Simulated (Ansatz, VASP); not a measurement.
Two plane-wave programs on PbO

```
CELL_PARAMETERS angstrom
3.92069 0.00000 0.00000
0.00000 3.92069 0.00000
0.00000 0.00000 4.95413
ATOMIC_POSITIONS crystal
Pb 0.00000 0.50000 0.23510
Pb 0.50000 0.00000 0.76490
O 0.00000 0.00000 0.00000
O 0.50000 0.50000 0.00000
```

Change from the starting cell: volume scaled by 0.96, PAW files.

Alike in both runs: task electric field gradients; functional LDA; k mesh 7 × 7 × 6; occupations fermi-dirac, width 0.03 eV; no spin polarisation.

|  | VASP | Ansatz |
| --- | --- | --- |
| version | VASP 6.6.1 | Ansatz 0.2.0 |
| potentials or method | VASP PAW LDA potentials, release 64 (Pb_d, O) | PAW with Ansatz's default frozen-core files, scalar-relativistic |
| plane-wave cutoff (eV) | 520 | 420 |
| valence electrons in the cell | 40 | 40 |

Ansatz gave:

```
gap on the k mesh at the Fermi level (eV)                     : 1.41
pressure (GPa)                                                : 1.8
traceless stress, the component that is largest in VASP (GPa) : -0.14
rms of the force components (eV/Å)                            : 0.169
size of Vzz on the site where it differs most (V/Å²)          : 231.2
```

Task: What did VASP give for the same quantities?

Result: gap on the k mesh at the Fermi level (eV): 1.38; pressure (GPa): 2.1; traceless stress, the component that is largest in VASP (GPa): -0.15; rms of the force components (eV/Å): 0.202; size of Vzz on the site where it differs most (V/Å²): 239.4.

LDA's correlation is that of Perdew and Zunger in VASP and of Perdew and Wang (1992) in Ansatz. Atom by atom the forces differ by 0.033 eV/Å (rms over components).

Neither program's run includes spin-orbit coupling.
